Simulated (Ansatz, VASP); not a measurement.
## CaCuH2 in VASP and in Ansatz

The input INCAR:

```
SYSTEM = CaCuH2
ALGO = Normal
EDIFF = 1E-7
ENCUT = 520
GGA = PE
ISIF = 2
ISMEAR = 0
LASPH = .True.
LCHARG = .True.
LELF = .True.
LREAL = .False.
LVHAR = .True.
LWAVE = .False.
NBANDS = 20
NELM = 80
PREC = Accurate
SIGMA = 0.1
```

File KPOINTS:

```
k-points
0
Gamma
  6 6 4
  0 0 0
```

File POSCAR:

```
CaCuH2
1.0
    3.5100590800      0.0000000000      0.0000000000
    0.0000000000      3.5100590800      0.0000000000
    0.0000000000      0.0000000000      5.0303112400
Ca Cu H
1 1 2
Direct
    0.0000000000      0.0000000000      0.0000000000
    0.5000000000      0.5000000000      0.5000000000
    0.0000000000      0.5000000000      0.2432881600
    0.5000000000      0.0000000000      0.7567118400
```

Input for Ansatz:

```yaml
crystal:
  lattice:
    - [3.51005908, 0.0, 0.0]
    - [0.0, 3.51005908, 0.0]
    - [0.0, 0.0, 5.03031124]
  atoms:
    - { symbol: Ca, position: [0.0, 0.0, 0.0] }
    - { symbol: Cu, position: [0.5, 0.5, 0.5] }
    - { symbol: H, position: [0.0, 0.5, 0.24328816] }
    - { symbol: H, position: [0.5, 0.0, 0.75671184] }
basis:
  ecutwfc: 420
kpoints:
  mp_grid: { grid: [6, 6, 4] }
hamiltonian:
  xc: pbe
scf:
  occupations: { method: gaussian, width: 0.1 }
  lower_state_search: "off"
output:
  forces: true
  stress: true
  eigenvalues: true
```

Change from the starting cell: species swapped into the InAgTe2 type (P-4m2, No. 115).

Alike in both runs: task single point; functional PBE; k mesh 6 × 6 × 4; occupations gaussian, width 0.1 eV; no spin polarisation.

```csv
,VASP,Ansatz
version,VASP 6.6.1,Ansatz 0.2.0
potentials or method,"VASP PAW PBE potentials, release 64 (Ca_sv, Cu, H), cutoff 520 eV","scalar-relativistic, plane waves, PAW"
valence electrons in the cell,23,31
```

```tsv
	VASP	Ansatz	Ansatz less VASP
gap on the k mesh at the Fermi level (eV)	none	none	-
pressure (GPa)	-4.2	-4.3	-0.15
traceless stress, the component that is largest in VASP (GPa)	-4.45	-4.47	-0.021
rms of the force components (eV/Å)	0.439	0.438	-0.0006
```

Atom by atom the forces differ by 0.001 eV/Å (rms over components). A gap of «none» marks a metal or a gap that the smearing closes. VASP's potentials hold 23 valence electrons a cell and Ansatz's 31, so a difference there can come from the potentials and not from the codes.
